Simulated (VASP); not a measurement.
# Ir (P6_3/mmc) in VASP: notebook

The runs below take Ir through single point, with LDA.

Program: VASP 6.6.1. These are calculated values, not measurements. Logs are shortened: lines on timing, memory, paths and dates and some standing lists are left out, and cuts for length are marked.

**1. The cell of the first run**

The structure is hexagonal, space group P6_3/mmc (No. 194). Conventional cell: a = 2.697 Å, b = 2.697 Å, c = 8.811 Å, α = 90.00°, β = 90.00°, γ = 120.00°. Ir (site symmetry -3m) has 12 Ir at 2.70 Å within 3.6 Å. Within 3.6 Å of Ir (site symmetry -6m2) lie 12 Ir at 2.70 Å.

This isn't the form of Ir at room conditions, which is fcc.

**2. Single point, LDA**

The input, INCAR:

```
PREC = Accurate
ENCUT = 560
EDIFF = 1E-6
ISMEAR = -1
SIGMA = 0.1
LREAL = F
LASPH = T
NELM = 120
ALGO = Normal
ISIF = 2
LWAVE = F
LCHARG = F
NBANDS = 42
GGA_COMPAT = F
```

The input, KPOINTS:

```
regular mesh
0
Gamma
  13 13 4
```

The input, POSCAR:

```
Ir
1.0
    2.6969985477      0.0000000000      0.0000000000
   -1.3484992739      2.3356692563      0.0000000000
    0.0000000000      0.0000000000      8.8111811327
Ir
4
Direct
    1.0000000000      1.0000000000      1.0000000000
    1.0000000000      1.0000000000      0.5000000000
    0.3333333333      0.6666666667      0.2500000000
    0.6666666667      0.3333333333      0.7500000000
```

Potentials or basis: VASP PAW LDA potentials, release 64 (Ir_sv_GW).

On the command line:

```bash
> cat potpaw_LDA.64/Ir_sv_GW/POTCAR > POTCAR
> mpirun -np 1 vasp_std > vasp.out
```

OUTCAR:

```text
PREC = Accurate
   ENCUT = 560
   EDIFF = 1E-6
   ISMEAR = -1
   LREAL = F
   LASPH = T
   NELM = 120
   ISIF = 2

 ion  position               nearest neighbor table
   1  0.000  0.000  0.000-   3 2.70   4 2.70   4 2.70   3 2.70   4 2.70   3 2.70
   2  0.000  0.000  0.500-   3 2.70   4 2.70   4 2.70   3 2.70   4 2.70   3 2.70
   3  0.333  0.667  0.250-   1 2.70   2 2.70   1 2.70   2 2.70   1 2.70   2 2.70
   4  0.667  0.333  0.750-   1 2.70   2 2.70   1 2.70   2 2.70   1 2.70   2 2.70

  LATTYP: Found a hexagonal cell.
 ALAT       =     2.6969985477
 C/A-ratio  =     3.2670322126

  Lattice vectors:

 A1 = (   2.6969985477,   0.0000000000,   0.0000000000)
 A2 = (  -1.3484992739,   2.3356692563,   0.0000000000)
 A3 = (   0.0000000000,   0.0000000000,   8.8111811327)

Analysis of symmetry for initial positions (statically):
=====================================================================
 Subroutine PRICEL returns:
 Original cell was already a primitive cell.

 Routine SETGRP: Setting up the symmetry group for a
 hexagonal supercell.

 Subroutine GETGRP returns: Found 24 space group operations
 (whereof 12 operations were pure point group operations)
 out of a pool of 24 trial point group operations.

The static configuration has the point symmetry D_3d.
 The point group associated with its full space group is D_6h.

Analysis of symmetry for dynamics (positions and initial velocities):
=====================================================================
 Subroutine PRICEL returns:
 Original cell was already a primitive cell.

 Routine SETGRP: Setting up the symmetry group for a
 hexagonal supercell.

 Subroutine GETGRP returns: Found 24 space group operations
 (whereof 12 operations were pure point group operations)
 out of a pool of 24 trial point group operations.

The dynamic configuration has the point symmetry D_3d.
 The point group associated with its full space group is D_6h.

 Subroutine INISYM returns: Found 24 space group operations
 (whereof 12 operations are pure point group operations),
 and found     1 'primitive' translations

----------------------------------------------------------------------------------------

                                     Primitive cell

  volume of cell :      55.5042

  direct lattice vectors                    reciprocal lattice vectors
     2.696998548  0.000000000  0.000000000     0.370782550  0.214071405  0.000000000
    -1.348499274  2.335669256  0.000000000     0.000000000  0.428142811  0.000000000
     0.000000000  0.000000000  8.811181133     0.000000000  0.000000000  0.113492162

  length of vectors
     2.696998548  2.696998548  8.811181133     0.428142811  0.428142811  0.113492162

  position of ions in fractional coordinates (direct lattice)
     0.000000000  0.000000000  0.000000000
     0.000000000  0.000000000  0.500000000
     0.333333333  0.666666667  0.250000000
     0.666666667  0.333333333  0.750000000

  ion indices of the primitive-cell ions
   primitive index   ion index
                 1           1
                 2           2
                 3           3
                 4           4

----------------------------------------------------------------------------------------

 KPOINTS: regular mesh

Automatic generation of k-mesh.
 Grid dimensions read from file:
 generate k-points for:   13   13    4

 Generating k-lattice:

  Cartesian coordinates                     Fractional coordinates (reciprocal lattice)
     0.028521735  0.016467031  0.000000000     0.076923077  0.000000000  0.000000000
     0.000000000  0.032934062  0.000000000     0.000000000  0.076923077  0.000000000
     0.000000000  0.000000000  0.028373041     0.000000000  0.000000000  0.250000000

  Length of vectors
     0.032934062  0.032934062  0.028373041

  Shift w.r.t. Gamma in fractional coordinates (k-lattice)
     0.000000000  0.000000000  0.000000000

 Subroutine IBZKPT returns following result:
 ===========================================

 Found     63 irreducible k-points:

 Following reciprocal coordinates:
            Coordinates               Weight
  0.000000  0.000000  0.000000      1.000000
  0.076923  0.000000  0.000000      6.000000
  0.153846  0.000000  0.000000      6.000000
  0.230769  0.000000  0.000000      6.000000
  0.307692  0.000000  0.000000      6.000000
  0.384615  0.000000  0.000000      6.000000
[... 16 lines left out ...]
  0.076923  0.000000  0.250000     12.000000
  0.153846  0.000000  0.250000     12.000000
 [... further k-points ...]
   k-points           NKPTS =     63   k-points in BZ     NKDIM =     63   number of bands    NBANDS=     42
   number of dos      NEDOS =    301   number of ions     NIONS =      4
   total plane-waves  NPLWV =  40320
   dimension x,y,z NGX =    24 NGY =   24 NGZ =   70
   dimension x,y,z NGXF=    48 NGYF=   48 NGZF=  140
   ions per type =               4
   NGX,Y,Z   is equivalent  to a cutoff of  14.79, 14.79, 13.21 a.u.
   NGXF,Y,Z  is equivalent  to a cutoff of  29.59, 29.59, 26.41 a.u.
 SYSTEM =  unknown system
   PREC   = accura    normal or accurate (medium, high low for compatibility)
   ISTART =      0    job   : 0-new  1-cont  2-samecut
   ICHARG =      2    charge: 1-file 2-atom 10-const
   ISPIN  =      1    spin polarized calculation?
   LNONCOLLINEAR =      F non collinear calculations
   LSORBIT =      F    spin-orbit coupling
   LASPH  =      T    aspherical Exc in radial PAW
   ENCUT  =  560.0 eV  41.16 Ry    6.42 a.u.   5.20  5.20 17.00*2*pi/ulx,y,z
   NELM   =    120;   NELMIN=  2; NELMDL= -5     # of ELM steps
   EDIFF  = 0.1E-05   stopping-criterion for ELM
   LREAL  =      F    real-space projection
   EDIFFG = 0.1E-04   stopping-criterion for IOM
   NSW    =      0    number of steps for IOM
   IBRION =     -1    ionic relax: 0-MD 1-quasi-New 2-CG
   NFREE  =      0    steps in history (QN), initial steepest desc. (CG)
   ISIF   =      2    stress and relaxation
   ISYM   =      2    0-nonsym 1-usesym 2-fastsym
   POTIM  = 0.5000    time-step for ionic-motion
   TEBEG  =    0.0;   TEEND  =   0.0 temperature during run
   PSTRESS=    0.0 pullay stress
   NELECT =      68.0000    total number of electrons
   NUPDOWN=      -1.0000    fix difference up-down
   EMIN   =  10.00;   EMAX   =-10.00  energy-range for DOS
   EFERMI =   0.00;   METHOD = LEGACY
   ISMEAR =    -1;   SIGMA  =   0.10  broadening in eV -4-tet -1-fermi 0-gaus
   EFERMI_NEDOS =   21; number of points for ismear=-14 and -15
   IALGO  =     38    algorithm
   IMIX   =      4    mixing-type and parameters
     AMIX     =   0.40;   BMIX     =  1.00
     AMIX_MAG =   1.60;   BMIX_MAG =  1.00
  volume/ion in A,a.u.               =      13.88        93.64
  Fermi-wavevector in a.u.,A,eV,Ry     =   1.751738  3.310304 41.750632  3.068585
  Thomas-Fermi vector in A             =   2.822204
   LORBIT       =      0    0 simple, 1 ext, 2 COOP (PROOUT), +10 PAW based schemes
   GGA     = CA    functional components
   LHFCALC =     F    Hartree Fock is set to
   AEXX    =    0.0000 exact exchange contribution
   IVDW    =     0    specifies the selected vdW correction
   LEPSILON=     F    determine dielectric tensor
   LRPA    =     F    only Hartree local field effects (RPA)
 non-spin polarized calculation
  energy-cutoff  :      560.00
  volume of cell :       55.50
 maximum number of plane-waves:      1688
 NGX is ok and might be reduce to    24
   NGX = 11   NGY = 11   NGZ = 35

 number of electron      68.0000000 magnetization

 Free energy of the ion-electron system (eV)
  ---------------------------------------------------
  ext. energy  EPLUGINS =         0.00000000
  ---------------------------------------------------
  free energy    TOTEN  =       -43.53714207 eV

  energy without entropy =      -43.40499243  energy(sigma->0) =      -43.47106725

 E-fermi :  13.0870     XC(G=0): -14.9076

 val. band max:       13.0699706781   @ k =   0.1538   0.1538   0.0000
 cond. band min:      13.0922875787   @ k =   0.3846   0.2308   0.2500
 fundamental gap:      0.0223169006
 Fermi energy:        13.0870424200

 k-point     1 :       0.0000    0.0000    0.0000
  band No.  band energies     occupation
      1     -79.5486      2.00000
      2     -79.5172      2.00000
      3     -79.5059      2.00000
      4     -79.4747      2.00000
      5     -37.0459      2.00000
      6     -36.6303      2.00000
[... 34 lines left out ...]
     41      20.4248      0.00000
     42      25.5935      0.00000

 k-point     2 :       0.0769    0.0000    0.0000
  band No.  band energies     occupation
      1     -79.5447      2.00000
      2     -79.5143      2.00000
      3     -79.5034      2.00000
      4     -79.4728      2.00000
      5     -37.0302      2.00000
      6     -36.6352      2.00000
[... 34 lines left out ...]
     41      20.3421      0.00000
     42      25.9946      0.00000

 k-point     3 :       0.1538    0.0000    0.0000
  band No.  band energies     occupation
      1     -79.5341      2.00000
      2     -79.5067      2.00000
      3     -79.4955      2.00000
      4     -79.4678      2.00000
      5     -36.9849      2.00000
      6     -36.6604      2.00000
[... 34 lines left out ...]
     41      20.1128      0.00000
     42      26.8745      0.00000

 k-point     4 :       0.2308    0.0000    0.0000
  band No.  band energies     occupation
      1     -79.5190      2.00000
      2     -79.4958      2.00000
      3     -79.4845      2.00000
      4     -79.4609      2.00000
      5     -36.9176      2.00000
      6     -36.7351      2.00000
[... 844 lines left out ...]
     41      21.2830      0.00000
     42      25.2023      0.00000

 k-point    23 :       0.0769    0.0000    0.2500
  band No.  band energies     occupation
      1     -79.5422      2.00000
      2     -79.5236      2.00000
      3     -79.4939      2.00000
      4     -79.4753      2.00000
      5     -37.0003      2.00000
      6     -36.7859      2.00000
[... 34 lines left out ...]
     41      21.2523      0.00000
     42      25.3497      0.00000

 k-point    24 :       0.1538    0.0000    0.2500
  band No.  band energies     occupation
      1     -79.5318      2.00000
      2     -79.5151      2.00000
      3     -79.4873      2.00000
      4     -79.4702      2.00000
      5     -36.9599      2.00000
      6     -36.7815      2.00000
[... 34 lines left out ...]
     41      21.1987      0.00000
     42      25.5285      0.00000

 [... further k-points ...]

------------------------ aborting loop because EDIFF is reached ----------------------------------------

  FORCE on cell =-STRESS in cart. coord.  units (eV):
  Direction    XX          YY          ZZ          XY          YZ          ZX
  --------------------------------------------------------------------------------------
  -------------------------------------------------------------------------------------
  Total       -0.1323269     -0.1323269     -0.1299632      0.0000000      0.0000000      0.0000000
  in kB       -3.8197276     -3.8197276     -3.7514997      0.0000000      0.0000000      0.0000000
  external PRESSURE =      -3.7969849 kB  Pullay stress =       0.0000000 kB

 VOLUME and BASIS-vectors are now :
 -----------------------------------------------------------------------------
  energy-cutoff  :      560.00
  volume of cell :       55.50
      direct lattice vectors                 reciprocal lattice vectors
     2.696998548  0.000000000  0.000000000     0.370782550  0.214071405  0.000000000
    -1.348499274  2.335669256  0.000000000     0.000000000  0.428142811  0.000000000
     0.000000000  0.000000000  8.811181133     0.000000000  0.000000000  0.113492162

 POSITION                                       TOTAL-FORCE (eV/Angst)
 -----------------------------------------------------------------------------------
      0.00000      0.00000      0.00000        -0.000000      0.000000     -0.000000
      0.00000      0.00000      4.40559        -0.000000      0.000000     -0.000000
     -0.00000      1.55711      2.20280         0.000000     -0.000000     -0.000000
      1.34850      0.77856      6.60839        -0.000000      0.000000      0.000000
 -----------------------------------------------------------------------------------
    total drift:                               -0.000000      0.000000     -0.000000

  FREE ENERGIE OF THE ION-ELECTRON SYSTEM (eV)
  ---------------------------------------------------
  free  energy   TOTEN  =       -43.5371420673 eV

  energy  without entropy=      -43.4049924292  energy(sigma->0) =      -43.47106725
```

Wall time 66 s (1 thread of Intel Xeon 6975P-C (Granite Rapids), shared host); peak memory 0.25 GiB.

What came out:

* Free energy: -43.5371 eV
* Pressure: -0.4 GPa
* Band gap on the k mesh: zero (bands 34 and 35 overlap by 2.63 eV)

Levels at points of the mesh, in eV from the Fermi level:
```
           k point  band 31  band 32  band 33  band 34  band 35  band 36  band 37  band 38
(0.00, 0.00, 0.00)    -3.48    -1.87    -1.87    -1.10    -1.10    -0.80    -0.38    -0.38
(0.00, 0.00, 0.50)    -2.77    -2.77    -1.46    -1.46    -1.46    -1.46     0.20     0.20
```

Caveat: spin-orbit coupling is left out, which moves the levels of the heavy elements.

**3. Single point, LDA (14.43 Å³/atom)**

This run uses another cell than the first one, of 14.43 Å³/atom.

The input, INCAR:

```
SYSTEM = Ir
  ALGO = Normal
  EDIFF = 1E-6
  ENCUT = 560
  GGA_COMPAT = .FALSE.
  ISIF = 2
  ISMEAR = -1
  LASPH = .TRUE.
  LCHARG = .TRUE.
  LELF = .TRUE.
  LREAL = .FALSE.
  LVHAR = .TRUE.
  LWAVE = .FALSE.
  NBANDS = 42
  NELM = 120
  PREC = Accurate
  SIGMA = 0.1
```

The input, KPOINTS:

```
k-points
0
G
  15 15 4
  0 0 0
```

The input, POSCAR:

```
Ir
1.0
    2.7324894407      0.0000000000      0.0000000000
   -1.3662447203      2.3664052712      0.0000000000
    0.0000000000      0.0000000000      8.9271310234
Ir
4
Direct
    1.0000000000      1.0000000000      1.0000000000
    1.0000000000      1.0000000000      0.5000000000
    0.3333333333      0.6666666667      0.2500000000
    0.6666666667      0.3333333333      0.7500000000
```

Potentials or basis: VASP PAW LDA potentials, release 64 (Ir_sv_GW).

On the command line:

```bash
> cat potpaw_LDA.64/Ir_sv_GW/POTCAR > POTCAR
> mpirun -np 1 vasp_std > vasp.out
```

Wall time 84 s (1 thread of Intel Xeon Platinum 8559C (Emerald Rapids), shared host); peak memory 0.27 GiB.

Results (log left out):

* Free energy: -43.4647 eV
* Pressure: -14.9 GPa
* Band gap on the k mesh: zero (bands 34 and 35 overlap by 2.46 eV)

Stress tensor (GPa, compression positive):
```
-14.84   0.00   0.00
  0.00 -14.84   0.00
  0.00   0.00 -14.92
```

Levels at points of the mesh, in eV from the Fermi level:
```csv
k point,band 32,band 33,band 34,band 35,band 36,band 37
"(0.00, 0.00, 0.00)",-1.74,-1.74,-1.01,-1.01,-0.68,-0.34
"(0.00, 0.00, 0.50)",-2.60,-1.35,-1.35,-1.35,-1.35,0.20
```

Caveat: the cell stands under tension; spin-orbit coupling is left out, which moves the levels of the heavy elements.

The gap in the log of VASP goes by the Fermi energy; the results here count the filled bands.